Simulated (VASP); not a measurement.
Write the native input for VASP 6.6.1 that does the following.

* Task: single point
* Functional: PBE
* Potentials or basis: VASP PAW PBE potentials, release 64 (Zr_sv)
* Cutoff: 520 eV
* k mesh: 15 × 15 × 8
* Occupations: fermi-dirac, width 0.05 eV
* Spin: no spin polarisation
* Dipole correction: no
* Further INCAR settings: ALGO = Normal; EDIFF = 1e-07; NBANDS = 19

The structure of Zr lies in POSCAR:

```
Zr
1.0
    2.6213278157      0.0000000000      0.0000000000
   -1.3106639079      2.2701364801      0.0000000000
    0.0000000000      0.0000000000      4.7157278453
Zr
2
Direct
    0.3333333333      0.6666666667      0.2500000000
    0.6666666667      0.3333333333      0.7500000000
```

The input as run:

INCAR

```
SYSTEM = Zr
PREC = Accurate
ENCUT = 520
EDIFF = 1E-7
ISMEAR = -1
SIGMA = 0.05
LREAL = .FALSE.
LASPH = .TRUE.
NELM = 100
ALGO = Normal
ISIF = 2
LWAVE = .FALSE.
LCHARG = .FALSE.
GGA = PE
NBANDS = 19
```

KPOINTS

```
Automatic mesh
0
G
  15 15 8
  0 0 0
```

Potentials or basis: VASP PAW PBE potentials, release 64 (Zr_sv).

Run with:

```console
$ cat potpaw_PBE.64/Zr_sv/POTCAR > POTCAR
$ mpirun -np 1 vasp_std > vasp.out
```

It gave:

* Pressure: 104.1 GPa
* Band gap on the k mesh: zero (bands 12 and 13 overlap by 1.60 eV)

Caveat: the cell stands under pressure.

Run time: 98 s on 1 thread of Intel Xeon 8259CL, with other jobs on the host, peak memory 0.19 GiB.
